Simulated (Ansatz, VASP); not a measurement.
## One calculation of Al2Cu, two programs

```
Al Cu
1.0
    -2.08537    2.08537    2.94890
     2.08537   -2.08537    2.94890
     2.08537    2.08537   -2.94890
Al Cu
2 1
Direct
  0.75000 0.25000 0.50000
  0.25000 0.75000 0.50000
  0.50000 0.50000 0.00000
```

Change from the starting cell: strain +0.030 along x and y, +0.030 along z, atoms carried along.

Alike in both runs: task single point; functional PBEsol; k mesh 16 × 16 × 16; occupations gaussian, width 0.15 eV; no spin polarisation.

|  | VASP | Ansatz |
| --- | --- | --- |
| version | VASP 6.6.1 | Ansatz 0.2.0 |
| potentials or method | VASP PAW PBE potentials, release 64 (Al, Cu), cutoff 520 eV | scalar-relativistic, plane waves, PAW |
| valence electrons in the cell | 17 | 25 |

|  | VASP | Ansatz | Ansatz less VASP |
| --- | --- | --- | --- |
| gap on the k mesh at the Fermi level (eV) | none | none | - |
| pressure (GPa) | -7.5 | -7.6 | -0.08 |

VASP's potentials were made for PBE, not for PBEsol. A gap of «none» marks a metal or a gap that the smearing closes. With one functional, cell and mesh, what is left measures potentials, basis and numerics. VASP's potentials hold 17 valence electrons a cell and Ansatz's 25, so a difference there can come from the potentials and not from the codes.
